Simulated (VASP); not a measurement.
The system is GaSb3.

```
CELL_PARAMETERS angstrom
0.00000 3.80376 3.80376
3.80376 0.00000 3.80376
3.80376 3.80376 0.00000
ATOMIC_POSITIONS crystal
Sb 0.50000 0.50000 0.50000
Sb 0.75000 0.75000 0.75000
Sb 0.25000 0.25000 0.25000
Ga 0.00000 0.00000 0.00000
```

This cell differs from its parent crystal: volume scaled by 1.06.

Base run:

```yaml
Program: VASP 6.6.1
Functional: LDA
Potentials_or_basis: VASP PAW LDA potentials, release 64 (Sb, Ga_d)
Cutoff: 520 eV
k_mesh: 6 × 6 × 6
Occupations: fermi-dirac, width 0.05 eV
Spin: no spin polarisation
```

Its results: band gap on the k mesh zero (band 14 reaches 7.79 eV, above the bottom of band 15 at 4.42 eV); pressure -6.6 GPa.

**Question.** The run is repeated on the same cell with these changes: functional from LDA to PBE; potentials or basis from VASP PAW LDA potentials, release 64 (Sb, Ga_d) to VASP PAW PBE potentials, release 64 (Sb, Ga_d). What comes out?

**Answer.** Band gap on the k mesh zero (band 14 reaches 7.97 eV, above the bottom of band 15 at 4.57 eV); pressure -3.1 GPa.

Caveats: spin-orbit coupling is left out, which moves the levels of the heavy elements.
